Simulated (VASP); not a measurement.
Here is a VASP 6.6.1 calculation.

Contents of INCAR:

```
PREC = Accurate
ENCUT = 500
EDIFF = 1E-6
ISMEAR = 1
SIGMA = 0.05
LREAL = F
LASPH = T
NELM = 200
ALGO = Normal
ISIF = 2
LWAVE = F
LCHARG = T
ISPIN = 2
MAGMOM = -0.47
LORBIT = 11
GGA = PE
IVDW = 13
LELF = T
LVHAR = T
NBANDS = 14
GGA_COMPAT = F
```

File KPOINTS:

```
regular mesh
0
Gamma
  7 7 7
```

POSCAR

```
K
1.0
   -2.6975585167      2.6975585167      2.6975585167
    2.6975585167     -2.6975585167      2.6975585167
    2.6975585167      2.6975585167     -2.6975585167
K
1
Direct
    0.0000000000      0.0000000000      0.0000000000
```

Potentials or basis: VASP PAW PBE potentials, release 64 (K_sv).

Launch:

```sh
$ cat potpaw_PBE.64/K_sv/POTCAR > POTCAR
$ mpirun -np 1 vasp_std > vasp.out
```

**Question.** What does it give for the dispersion energy per atom?

**Answer.** -0.064 eV.

**Question.** Estimate the net moment.

**Answer.** 0.04 μB per cell.

**Question.** What does it give for the pressure?

**Answer.** -0.4 GPa.
